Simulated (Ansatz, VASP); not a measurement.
# AlGaN2: VASP beside Ansatz

Contents of INCAR:

```
SYSTEM = AlGaN2
PREC     = Accurate       ! precision mode
ENCUT    = 520            ! plane-wave cutoff, eV
EDIFF    = 1E-6           ! SCF threshold, eV
ISMEAR   = 0              ! smearing method
SIGMA    = 0.05           ! smearing width, eV
LREAL    = .False.        ! projectors in reciprocal space
LASPH    = .True.         ! aspherical terms in the spheres
NELM     = 100            ! most SCF steps
ALGO     = Normal         ! electronic algorithm
ISIF     = 2              ! what is computed and relaxed
LWAVE    = .False.        ! write WAVECAR
LCHARG   = .False.        ! write CHGCAR
GGA      = CA             ! functional
IBRION   = 2              ! ionic algorithm
NSW      = 50             ! ionic steps
EDIFFG   = -0.01          ! ionic threshold
```

KPOINTS

```
Automatic mesh
0
Gamma
  8 8 6
  0 0 0
```

Contents of POSCAR:

```
AlGaN2
1.0
    3.3100532127      0.0000000000      0.0000000000
    0.0000000000      3.3100532127      0.0000000000
    0.0000000000      0.0000000000      3.8830234239
Al Ga N
1 1 2
Direct
    0.5000000000      0.5000000000      0.5000000000
    0.0000000000      0.0000000000      0.0000000000
    0.5000000000      0.0000000000      0.7400738390
    0.0000000000      0.5000000000      0.2599261610
```

Input for Ansatz:

```yaml
crystal:
  lattice:
    - [3.3100532127, 0.0, 0.0]
    - [0.0, 3.3100532127, 0.0]
    - [0.0, 0.0, 3.8830234239]
  atoms:
    - { symbol: Al, position: [0.5, 0.5, 0.5] }
    - { symbol: Ga, position: [0.0, 0.0, 0.0] }
    - { symbol: "N", position: [0.5, 0.0, 0.740073839] }
    - { symbol: "N", position: [0.0, 0.5, 0.259926161] }
basis:
  ecutwfc: 520.0
kpoints:
  mp_grid: { grid: [8, 8, 6] }
hamiltonian:
  xc: lda
  pseudopotentials: { kind: paw, azcp: { folder: soft_1 } }
scf:
  occupations: { method: gaussian, width: 0.05 }
output:
  forces: true
  stress: true
  eigenvalues: true
relax:
  adjacent_minimum: "off"
  f_tol: 0.01
  max_steps: 30
```

Alike in both runs: task relaxation of the atoms; functional LDA; k mesh 8 × 8 × 6; occupations gaussian, width 0.05 eV; no spin polarisation.

|  | VASP | Ansatz |
| --- | --- | --- |
| version | VASP 6.6.1 | Ansatz 0.2.0 |
| potentials or method | VASP PAW LDA potentials, release 64 (Al, Ga_d, N), cutoff 520 eV | scalar-relativistic, plane waves, PAW |
| valence electrons in the cell | 26 | 26 |

```tsv
	VASP	Ansatz	Ansatz less VASP
gap on the k mesh at the Fermi level, each at its own relaxed structure (eV)	2.81	2.80	-0.014
```

Ansatz warns that its potentials were made for another functional, while VASP's fit it. LDA's correlation is that of Perdew and Zunger in VASP and of Perdew and Wang (1992) in Ansatz. Ansatz's warnings: stress scf threshold loose.
